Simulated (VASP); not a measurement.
Crystal: Al2GaAs3.

```
Al Ga As
1.0
     4.04344   -0.05710    0.03107
    -0.09889    6.99190    0.01144
     0.07615    0.01619   10.29400
Al Ga As
4 2 6
Direct
  0.00917 0.99591 0.99908
  0.49180 0.50589 0.00181
  0.49220 0.17260 0.33400
  0.00438 0.66573 0.34049
  0.01409 0.33825 0.65910
  0.47891 0.82575 0.66270
  0.00105 0.00139 0.74287
  0.49274 0.49348 0.75418
  0.01135 0.34411 0.40952
  0.50498 0.83357 0.41698
  0.49605 0.15922 0.08570
  0.00327 0.66409 0.09358
```

| Property | Result |
| --- | --- |
| Program | VASP 6.6.1 |
| Task | relaxation of cell and atoms |
| Functional | PBE |
| Potentials or basis | VASP PAW PBE potentials, release 64 (Al, Ga_d, As) |
| Cutoff | 600 eV |
| k mesh | 4 × 2 × 2 |
| Occupations | gaussian, width 0.1 eV |
| Spin | no spin polarisation |

At the start: pressure -1.3 GPa; volume 24.25 Å³/atom.

Question: Where does the relaxation end?

Answer: Over 17 steps the energy falls by 38.0 meV/atom and the volume is 23.61 Å³/atom (-2.6 %); space group P1 (No. 1, to 0.1 Å) before, P3m1 (No. 156, to 0.1 Å).

Step by step:
```tsv
step	energy change (eV)	largest force (eV/Å)	pressure (GPa)	volume (Å³)
1	0.0000	1.2504	-1.33	290.95
2	-0.3556	0.6066	0.23	282.43
3	-0.3574	0.6306	0.41	281.76
4	-0.4243	0.2526	0.09	282.87
5	-0.4300	0.2518	-0.02	283.28
6	-0.4433	0.1360	-0.03	283.38
7	-0.4464	0.1085	-0.04	283.44
8	-0.4497	0.0737	0.03	283.16
9	-0.4498	0.0817	0.04	283.10
10	-0.4521	0.0625	-0.01	283.31
11	-0.4530	0.0782	-0.06	283.52
12	-0.4546	0.0412	0.05	283.08
13	-0.4547	0.0360	0.10	282.93
14	-0.4553	0.0332	-0.08	283.65
15	-0.4553	0.0300	-0.03	283.51
16	-0.4553	0.0308	-0.07	283.55
17	-0.4556	0.0209	0.00	283.30
```

Final structure:
```yaml
crystal:
  lattice:
    - [4.07872, 0.00018, -0.00012]
    - [-0.00056, 7.00340, -0.01749]
    - [0.00269, -0.02385, 9.91771]
  atoms:
    - { symbol: Al, position: [0.99993, 0.99984, 0.00087] }
    - { symbol: Al, position: [0.50006, 0.49956, 0.00027] }
    - { symbol: Al, position: [0.50129, 0.16807, 0.33395] }
    - { symbol: Al, position: [0.00093, 0.66796, 0.33320] }
    - { symbol: Ga, position: [0.99974, 0.33259, 0.66627] }
    - { symbol: Ga, position: [0.49821, 0.83277, 0.66632] }
    - { symbol: As, position: [0.99807, 0.99936, 0.75102] }
    - { symbol: As, position: [0.49971, 0.49926, 0.75072] }
    - { symbol: As, position: [0.00133, 0.33449, 0.41554] }
    - { symbol: As, position: [0.50082, 0.83413, 0.41541] }
    - { symbol: As, position: [0.49998, 0.16618, 0.08353] }
    - { symbol: As, position: [0.99993, 0.66578, 0.08289] }
```

Caveat: the k points lie up to 0.45 Å⁻¹ apart in the final cell.
